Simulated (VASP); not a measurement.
# Lu (Fm-3m) in VASP: notebook

Lu is run at these levels: r2SCAN; tasks: single point.

Everything below comes from runs of VASP 6.6.1. Logs are shortened: lines on timing, memory, paths and dates and some standing lists are left out, and cuts for length are marked.

## (1) The cell of the first run

The structure is cubic, space group Fm-3m (No. 225). Conventional cell: a = 4.857 Å, b = 4.857 Å, c = 4.857 Å, α = 90.00°, β = 90.00°, γ = 90.00°. Lu (site symmetry m-3m) has 12 Lu at 3.43 Å within 4.5 Å.

## (2) Single point, r2SCAN

Input file POSCAR:

```
Lu
1.0
    0.0000000000      2.4284346988      2.4284346988
    2.4284346988      0.0000000000      2.4284346988
    2.4284346988      2.4284346988      0.0000000000
Lu
1
Direct
    0.0000000000      0.0000000000      0.0000000000
```

Input file INCAR.step1:

```
ALGO = Normal ; EDIFF = 1E-4
ENCUT = 520 ; GGA = PE
ISMEAR = 1 ; LASPH = True
LCHARG = False ; LREAL = False
LWAVE = True ; NBANDS = 18
NELM = 100 ; PREC = Accurate
SIGMA = 0.1
```

Input file INCAR.step2:

```
ALGO = Normal ; EDIFF = 1E-7
ENCUT = 520 ; ISIF = 2
ISMEAR = 1 ; ISTART = 1
LASPH = True ; LCHARG = True
LELF = True ; LMIXTAU = True
LREAL = False ; LVHAR = True
LWAVE = False ; METAGGA = R2SCAN
NBANDS = 18 ; NELM = 100
PREC = Accurate ; SIGMA = 0.1
```

Input file KPOINTS:

```
k-points
0
Gamma
  8 8 8
```

Potentials or basis: VASP PAW PBE potentials, release 64 (Lu).

Run with:

```
$ cat potpaw_PBE.64/Lu/POTCAR > POTCAR
$ cp INCAR.step1 INCAR
$ mpirun -np 1 vasp_std > vasp.out
$ cp INCAR.step2 INCAR
$ mpirun -np 1 vasp_std > vasp.out
```

OUTCAR:

```text
EDIFF = 1E-7
   ENCUT = 520
   ISIF = 2
   ISMEAR = 1
   ISTART = 1
   LASPH = True
   LREAL = False
   METAGGA = R2SCAN
   NELM = 100
   PREC = Accurate

 ion  position               nearest neighbor table
   1  0.000  0.000  0.000-

  LATTYP: Found a face centered cubic cell.
 ALAT       =     4.8568693976

  Lattice vectors:

 A1 = (   0.0000000000,   2.4284346988,   2.4284346988)
 A2 = (   2.4284346988,   0.0000000000,   2.4284346988)
 A3 = (   2.4284346988,   2.4284346988,   0.0000000000)

Analysis of symmetry for initial positions (statically):
=====================================================================
 Subroutine PRICEL returns:
 Original cell was already a primitive cell.

 Routine SETGRP: Setting up the symmetry group for a
 face centered cubic supercell.

 Subroutine GETGRP returns: Found 48 space group operations
 (whereof 48 operations were pure point group operations)
 out of a pool of 48 trial point group operations.

The static configuration has the point symmetry O_h .

Analysis of symmetry for dynamics (positions and initial velocities):
=====================================================================
 Subroutine PRICEL returns:
 Original cell was already a primitive cell.

 Routine SETGRP: Setting up the symmetry group for a
 face centered cubic supercell.

 Subroutine GETGRP returns: Found 48 space group operations
 (whereof 48 operations were pure point group operations)
 out of a pool of 48 trial point group operations.

The dynamic configuration has the point symmetry O_h .

 Subroutine INISYM returns: Found 48 space group operations
 (whereof 48 operations are pure point group operations),
 and found     1 'primitive' translations

----------------------------------------------------------------------------------------

                                     Primitive cell

  volume of cell :      28.6424

  direct lattice vectors                    reciprocal lattice vectors
     0.000000000  2.428434699  2.428434699    -0.205893945  0.205893945  0.205893945
     2.428434699  0.000000000  2.428434699     0.205893945 -0.205893945  0.205893945
     2.428434699  2.428434699  0.000000000     0.205893945  0.205893945 -0.205893945

  length of vectors
     3.434325286  3.434325286  3.434325286     0.356618773  0.356618773  0.356618773

  position of ions in fractional coordinates (direct lattice)
     0.000000000  0.000000000  0.000000000

  ion indices of the primitive-cell ions
   primitive index   ion index
                 1           1

----------------------------------------------------------------------------------------

 KPOINTS: k-points

Automatic generation of k-mesh.
 Grid dimensions read from file:
 generate k-points for:    8    8    8

 Generating k-lattice:

  Cartesian coordinates                     Fractional coordinates (reciprocal lattice)
    -0.025736743  0.025736743  0.025736743     0.125000000  0.000000000  0.000000000
     0.025736743 -0.025736743  0.025736743     0.000000000  0.125000000  0.000000000
     0.025736743  0.025736743 -0.025736743     0.000000000  0.000000000  0.125000000

  Length of vectors
     0.044577347  0.044577347  0.044577347

  Shift w.r.t. Gamma in fractional coordinates (k-lattice)
     0.000000000  0.000000000  0.000000000

 Subroutine IBZKPT returns following result:
 ===========================================

 Found     29 irreducible k-points:

 Following reciprocal coordinates:
            Coordinates               Weight
  0.000000  0.000000  0.000000      1.000000
  0.125000  0.000000  0.000000      8.000000
  0.250000  0.000000  0.000000      8.000000
  0.375000  0.000000  0.000000      8.000000
  0.500000  0.000000  0.000000      4.000000
  0.125000  0.125000  0.000000      6.000000
[... 16 lines left out ...]
  0.500000  0.250000  0.125000     48.000000
 -0.375000  0.250000  0.125000     24.000000
 [... further k-points ...]
   k-points           NKPTS =     29   k-points in BZ     NKDIM =     29   number of bands    NBANDS=     18
   number of dos      NEDOS =    301   number of ions     NIONS =      1
   total plane-waves  NPLWV =  21952
   dimension x,y,z NGX =    28 NGY =   28 NGZ =   28
   dimension x,y,z NGXF=    56 NGYF=   56 NGZF=   56
   ions per type =               1
   NGX,Y,Z   is equivalent  to a cutoff of  13.55, 13.55, 13.55 a.u.
   NGXF,Y,Z  is equivalent  to a cutoff of  27.11, 27.11, 27.11 a.u.
 SYSTEM =  unknown system
   PREC   = accura    normal or accurate (medium, high low for compatibility)
   ISTART =      1    job   : 0-new  1-cont  2-samecut
   ICHARG =      0    charge: 1-file 2-atom 10-const
   ISPIN  =      1    spin polarized calculation?
   LNONCOLLINEAR =      F non collinear calculations
   LSORBIT =      F    spin-orbit coupling
   LASPH  =      T    aspherical Exc in radial PAW
   ENCUT  =  520.0 eV  38.22 Ry    6.18 a.u.   6.39  6.39  6.39*2*pi/ulx,y,z
   NELM   =    100;   NELMIN=  2; NELMDL=  0     # of ELM steps
   EDIFF  = 0.1E-06   stopping-criterion for ELM
   LREAL  =      F    real-space projection
   EDIFFG = 0.1E-05   stopping-criterion for IOM
   NSW    =      0    number of steps for IOM
   IBRION =     -1    ionic relax: 0-MD 1-quasi-New 2-CG
   NFREE  =      0    steps in history (QN), initial steepest desc. (CG)
   ISIF   =      2    stress and relaxation
   ISYM   =      2    0-nonsym 1-usesym 2-fastsym
   POTIM  = 0.5000    time-step for ionic-motion
   TEBEG  =    0.0;   TEEND  =   0.0 temperature during run
   PSTRESS=    0.0 pullay stress
   NELECT =      25.0000    total number of electrons
   NUPDOWN=      -1.0000    fix difference up-down
   EMIN   =  10.00;   EMAX   =-10.00  energy-range for DOS
   EFERMI =   0.00;   METHOD = LEGACY
   ISMEAR =     1;   SIGMA  =   0.10  broadening in eV -4-tet -1-fermi 0-gaus
   EFERMI_NEDOS =   21; number of points for ismear=-14 and -15
   IALGO  =     38    algorithm
   IMIX   =      4    mixing-type and parameters
     AMIX     =   0.40;   BMIX     =  1.00
     AMIX_MAG =   1.60;   BMIX_MAG =  1.00
  volume/ion in A,a.u.               =      28.64       193.29
  Fermi-wavevector in a.u.,A,eV,Ry     =   1.564534  2.956541 33.303897  2.447767
  Thomas-Fermi vector in A             =   2.667144
   LORBIT       =      0    0 simple, 1 ext, 2 COOP (PROOUT), +10 PAW based schemes
   METAGGA = R2SCAN    functional components
   LHFCALC =     F    Hartree Fock is set to
   AEXX    =    0.0000 exact exchange contribution
   IVDW    =     0    specifies the selected vdW correction
   LEPSILON=     F    determine dielectric tensor
   LRPA    =     F    only Hartree local field effects (RPA)
 non-spin polarized calculation
 Methfessel and Paxton  Order N= 1 SIGMA  =   0.10
  energy-cutoff  :      520.00
  volume of cell :       28.64
 maximum number of plane-waves:       784
 NGX is ok and might be reduce to    28
   NGX = 13   NGY = 13   NGZ = 13

 number of electron      25.0000005 magnetization

 Free energy of the ion-electron system (eV)
  ---------------------------------------------------
  ext. energy  EPLUGINS =         0.00000000
  ---------------------------------------------------
  free energy    TOTEN  =       -37.99310959 eV

  energy without entropy =      -37.99180850  energy(sigma->0) =      -37.99267589

 E-fermi :   2.2996     XC(G=0): -11.6985

 val. band max:        2.2983855379   @ k =   0.3750   0.2500   0.0000
 cond. band min:       2.3729567939   @ k =   0.5000   0.2500   0.1250
 fundamental gap:      0.0745712560
 Fermi energy:         2.2995571807

 k-point     1 :       0.0000    0.0000    0.0000
  band No.  band energies     occupation
      1     -55.5968      2.00000
      2     -25.3468      2.00000
      3     -25.3467      2.00000
      4     -25.3467      2.00000
      5      -4.1201      2.00000
      6      -2.9078      2.00000
[... 10 lines left out ...]
     17       7.3757      0.00000
     18      12.9971      0.00000

 k-point     2 :       0.1250    0.0000    0.0000
  band No.  band energies     occupation
      1     -55.5917      2.00000
      2     -25.4293      2.00000
      3     -25.3573      2.00000
      4     -25.3573      2.00000
      5      -3.6680      2.00000
      6      -2.8990      2.00000
[... 10 lines left out ...]
     17       7.1544      0.00000
     18      13.9510      0.00000

 k-point     3 :       0.2500    0.0000    0.0000
  band No.  band energies     occupation
      1     -55.5795      2.00000
      2     -25.6232      2.00000
      3     -25.3826      2.00000
      4     -25.3825      2.00000
      5      -2.8845      2.00000
      6      -2.8525      2.00000
[... 10 lines left out ...]
     17       7.3127      0.00000
     18      12.8909      0.00000

 k-point     4 :       0.3750    0.0000    0.0000
  band No.  band energies     occupation
      1     -55.5673      2.00000
      2     -25.8101      2.00000
      3     -25.4076      2.00000
      4     -25.4076      2.00000
      5      -2.8881      2.00000
      6      -2.8470      2.00000
[... 10 lines left out ...]
     17       8.4219      0.00000
     18      11.6688      0.00000

 k-point     5 :       0.5000    0.0000    0.0000
  band No.  band energies     occupation
      1     -55.5623      2.00000
      2     -25.8857      2.00000
      3     -25.4180      2.00000
      4     -25.4179      2.00000
      5      -2.8918      2.00000
      6      -2.8567      2.00000
[... 10 lines left out ...]
     17       9.1746      0.00000
     18      11.2135      0.00000

 k-point     6 :       0.1250    0.1250    0.0000
  band No.  band energies     occupation
      1     -55.5900      2.00000
      2     -25.4274      2.00000
      3     -25.3753      2.00000
      4     -25.3753      2.00000
      5      -3.5180      2.00000
      6      -2.8954      2.00000
[... 10 lines left out ...]
     17       7.6040      0.00000
     18      14.3847      0.00000

 k-point     7 :       0.2500    0.1250    0.0000
  band No.  band energies     occupation
      1     -55.5803      2.00000
      2     -25.5707      2.00000
      3     -25.4058      2.00000
      4     -25.3978      2.00000
      5      -2.8785      2.00000
      6      -2.8544      2.00000
[... 10 lines left out ...]
     17       7.8740      0.00000
     18      14.2840      0.00000

 k-point     8 :       0.3750    0.1250    0.0000
  band No.  band energies     occupation
      1     -55.5681      2.00000
      2     -25.7486      2.00000
      3     -25.4331      2.00000
      4     -25.4308      2.00000
      5      -2.8767      2.00000
      6      -2.8424      2.00000
[... 10 lines left out ...]
     17       8.7250      0.00000
     18      12.4770      0.00000
[... 229 lines left out ...]
     17       9.4779      0.00000
     18      10.7210      0.00000

 k-point    20 :      -0.3750    0.3750    0.0000
  band No.  band energies     occupation
      1     -55.5519      2.00000
      2     -25.7646      2.00000
      3     -25.6571      2.00000
      4     -25.4989      2.00000
      5      -2.8611      2.00000
      6      -2.8470      2.00000
[... 10 lines left out ...]
     17       8.8414      0.00000
     18      11.6093      0.00000

 k-point    21 :       0.5000    0.5000    0.0000
  band No.  band energies     occupation
      1     -55.5509      2.00000
      2     -25.8516      2.00000
      3     -25.5393      2.00000
      4     -25.5393      2.00000
      5      -2.8513      2.00000
      6      -2.8398      2.00000
[... 10 lines left out ...]
     17       9.6956      0.00000
     18      11.1863      0.00000

 k-point    22 :       0.3750    0.2500    0.1250
  band No.  band energies     occupation
      1     -55.5705      2.00000
      2     -25.6694      2.00000
      3     -25.4815      2.00000
      4     -25.4155      2.00000
      5      -2.8585      2.00000
      6      -2.8562      2.00000
[... 10 lines left out ...]
     17       8.7453      0.00000
     18      13.9270      0.00000

 k-point    23 :       0.5000    0.2500    0.1250
  band No.  band energies     occupation
      1     -55.5606      2.00000
      2     -25.7688      2.00000
      3     -25.5409      2.00000
      4     -25.4461      2.00000
      5      -2.8639      2.00000
      6      -2.8555      2.00000
[... 10 lines left out ...]
     17       9.7469      0.00000
     18      11.7139      0.00000

 k-point    24 :      -0.3750    0.2500    0.1250
  band No.  band energies     occupation
      1     -55.5566      2.00000
      2     -25.8111      2.00000
      3     -25.5596      2.00000
      4     -25.4626      2.00000
      5      -2.8654      2.00000
      6      -2.8625      2.00000
[... 10 lines left out ...]
     17      10.0001      0.00000
     18      10.4391      0.00000

 [... further k-points ...]

------------------------ aborting loop because EDIFF is reached ----------------------------------------

  FORCE on cell =-STRESS in cart. coord.  units (eV):
  Direction    XX          YY          ZZ          XY          YZ          ZX
  --------------------------------------------------------------------------------------
  -------------------------------------------------------------------------------------
  Total        0.1390268      0.1390268      0.1390268     -0.0000000     -0.0000000      0.0000000
  in kB        7.7767791      7.7767791      7.7767791     -0.0000000     -0.0000000      0.0000000
  external PRESSURE =       7.7767791 kB  Pullay stress =       0.0000000 kB

 VOLUME and BASIS-vectors are now :
 -----------------------------------------------------------------------------
  energy-cutoff  :      520.00
  volume of cell :       28.64
      direct lattice vectors                 reciprocal lattice vectors
     0.000000000  2.428434699  2.428434699    -0.205893945  0.205893945  0.205893945
     2.428434699  0.000000000  2.428434699     0.205893945 -0.205893945  0.205893945
     2.428434699  2.428434699  0.000000000     0.205893945  0.205893945 -0.205893945

 POSITION                                       TOTAL-FORCE (eV/Angst)
 -----------------------------------------------------------------------------------
      0.00000      0.00000      0.00000        -0.000000      0.000000     -0.000000
 -----------------------------------------------------------------------------------
    total drift:                               -0.000000     -0.000000     -0.000000

  FREE ENERGIE OF THE ION-ELECTRON SYSTEM (eV)
  ---------------------------------------------------
  free  energy   TOTEN  =       -37.9931095890 eV

  energy  without entropy=      -37.9918085047  energy(sigma->0) =      -37.99267589
```

Wall time 45 s (1 thread of AMD EPYC 9R45 (Zen 5), shared host); peak memory 0.15 GiB.

Results:

- Free energy: -37.9931 eV
- Pressure: 0.8 GPa

Caveat: the PAW data sets were made with another functional, which shifts forces and pressure a little; spin-orbit coupling is left out, which moves the levels of the heavy elements.

## (3) Single point, r2SCAN

This run uses another cell than the first one, of 29.08 Å³/atom, 1.015 times its volume.

Input file POSCAR:

```
Lu
1.0
    0.0000000000      2.4406997286      2.4406997286
    2.4406997286      0.0000000000      2.4406997286
    2.4406997286      2.4406997286      0.0000000000
Lu
1
Direct
    0.0000000000      0.0000000000      0.0000000000
```

Input file INCAR.step1:

```
ALGO     = Normal         # electronic algorithm
EDIFF    = 1E-4           # SCF threshold, eV
ENCUT    = 520            # plane-wave cutoff, eV
GGA      = PE             # functional
ISMEAR   = 1              # smearing method
LASPH    = True           # aspherical terms in the spheres
LCHARG   = False          # write CHGCAR
LREAL    = False          # projectors in reciprocal space
LWAVE    = True           # write WAVECAR
NBANDS   = 18             # bands
NELM     = 80             # most SCF steps
PREC     = Accurate       # precision mode
SIGMA    = 0.1            # smearing width, eV
```

Input file INCAR.step2:

```
ALGO     = Normal         # electronic algorithm
EDIFF    = 1E-6           # SCF threshold, eV
ENCUT    = 520            # plane-wave cutoff, eV
ISIF     = 2              # what is computed and relaxed
ISMEAR   = 1              # smearing method
ISTART   = 1            
LASPH    = True           # aspherical terms in the spheres
LCHARG   = False          # write CHGCAR
LMIXTAU  = True         
LREAL    = False          # projectors in reciprocal space
LWAVE    = False          # write WAVECAR
METAGGA  = R2SCAN         # meta-GGA
NBANDS   = 18             # bands
NELM     = 80             # most SCF steps
PREC     = Accurate       # precision mode
SIGMA    = 0.1            # smearing width, eV
```

KPOINTS is that of step 2.

Potentials or basis: VASP PAW PBE potentials, release 64 (Lu).

Run with:

```
$ cat potpaw_PBE.64/Lu/POTCAR > POTCAR
$ cp INCAR.step1 INCAR
$ mpirun -np 1 vasp_std > vasp.out
$ cp INCAR.step2 INCAR
$ mpirun -np 1 vasp_std > vasp.out
```

Wall time 43 s (1 thread of AMD EPYC 9R45 (Zen 5), shared host); peak memory 0.15 GiB.

It converged, with:

* Free energy: -37.9951 eV
* Pressure: 0.2 GPa

Levels at points of the mesh, in eV from the Fermi level:
```csv
k point,band 10,band 11,band 12,band 13,band 14,band 15
"(0.00, 0.00, 0.00)",-5.11,-5.11,-5.11,2.51,2.51,2.51
"(0.50, 0.00, 0.00)",-5.12,-5.10,-2.63,0.14,2.27,2.27
"(0.50, 0.50, 0.00)",-5.14,-5.13,-2.09,-0.79,1.86,6.82
```

Caveat: the PAW data sets were made with another functional, which shifts forces and pressure a little; spin-orbit coupling is left out, which moves the levels of the heavy elements.

## (4) Single point, r2SCAN

This run uses another cell than the first one, of 29.08 Å³/atom, 1.015 times its volume.

POSCAR is that of step 3.

Input file INCAR.step1:

```
SYSTEM = Lu
ALGO     = Normal         ! electronic algorithm
EDIFF    = 1E-4           ! SCF threshold, eV
ENCUT    = 520            ! plane-wave cutoff, eV
GGA      = PE             ! functional
ISMEAR   = 1              ! smearing method
LASPH    = .TRUE.         ! aspherical terms in the spheres
LCHARG   = .FALSE.        ! write CHGCAR
LREAL    = .FALSE.        ! projectors in reciprocal space
LWAVE    = .TRUE.         ! write WAVECAR
NBANDS   = 18             ! bands
NELM     = 80             ! most SCF steps
PREC     = Accurate       ! precision mode
SIGMA    = 0.1            ! smearing width, eV
```

Input file INCAR.step2:

```
SYSTEM = Lu
ALGO     = Normal         ! electronic algorithm
EDIFF    = 1E-6           ! SCF threshold, eV
ENCUT    = 520            ! plane-wave cutoff, eV
ISIF     = 2              ! what is computed and relaxed
ISMEAR   = 1              ! smearing method
ISTART   = 1            
LASPH    = .TRUE.         ! aspherical terms in the spheres
LCHARG   = .FALSE.        ! write CHGCAR
LMIXTAU  = .TRUE.       
LREAL    = .FALSE.        ! projectors in reciprocal space
LWAVE    = .FALSE.        ! write WAVECAR
METAGGA  = R2SCAN         ! meta-GGA
NBANDS   = 18             ! bands
NELM     = 80             ! most SCF steps
PREC     = Accurate       ! precision mode
SIGMA    = 0.1            ! smearing width, eV
```

Input file KPOINTS:

```
k-points
0
G
  8 8 8
  0 0 0
```

Run with:

```
$ cat potpaw_PBE.64/Lu/POTCAR > POTCAR
$ cp INCAR.step1 INCAR
$ mpirun -np 1 vasp_std > vasp.out
$ cp INCAR.step2 INCAR
$ mpirun -np 1 vasp_std > vasp.out
```

Wall time 43 s (1 thread of AMD EPYC 9R45 (Zen 5), shared host); peak memory 0.15 GiB.

Results (log left out):

```
Free energy : -37.9951 eV
Pressure    : 0.2 GPa
```

Levels at points of the mesh, in eV from the Fermi level:
```
           k point  band 8  band 9  band 10  band 11  band 12  band 13  band 14  band 15  band 16  band 17
(0.00, 0.00, 0.00)   -5.18   -5.18    -5.11    -5.11    -5.11     2.51     2.51     2.51     5.01     5.01
(0.50, 0.00, 0.00)   -5.15   -5.12    -5.12    -5.10    -2.63     0.14     2.27     2.27     6.78     6.78
(0.50, 0.50, 0.00)   -5.16   -5.14    -5.14    -5.13    -2.09    -0.79     1.86     6.82     7.29     7.29
```

Caveat: the PAW data sets were made with another functional, which shifts forces and pressure a little; spin-orbit coupling is left out, which moves the levels of the heavy elements.
